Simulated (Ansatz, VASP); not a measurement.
## BaTiO3 in VASP and in Ansatz

```
CELL_PARAMETERS angstrom
2.82767 1.63255 2.38726
-2.82767 1.63255 2.38726
0.00000 -3.26511 2.38726
ATOMIC_POSITIONS crystal
Ba 0.99486 0.99486 0.99486
Ti 0.48109 0.48109 0.48109
O 0.51242 0.51242 0.02052
O 0.02052 0.51242 0.51242
O 0.51242 0.02052 0.51242
```

Change from the starting cell: z stretched by +3 %, ions relaxed.

Alike in both runs: functional PBE; k mesh 8 × 8 × 8; occupations fermi-dirac, width 0.02 eV; no spin polarisation.

Ansatz relaxed the structure, and its values are those at the end. VASP's run is a single point on that final structure, the one shown.

|  | VASP | Ansatz |
| --- | --- | --- |
| version | VASP 6.6.1 | Ansatz 0.2.0 |
| potentials or method | VASP PAW PBE potentials, release 64 (Ba_sv, Ti_sv, O_h) | plane-wave PAW, scalar-relativistic |
| plane-wave cutoff (eV) | 910 | 420 |
| valence electrons in the cell | 40 | 40 |

```tsv
	VASP	Ansatz	Ansatz less VASP
gap on the k mesh at the Fermi level (eV)	2.59	2.63	+0.041
rms of the force components (eV/Å)	0.023	0.002	-0.0216
```

Ansatz's warnings: stress scf threshold loose.

Spin-orbit coupling is off throughout. Noted on VASP's run: the cutoff is short for stress, so the pressure is rough.
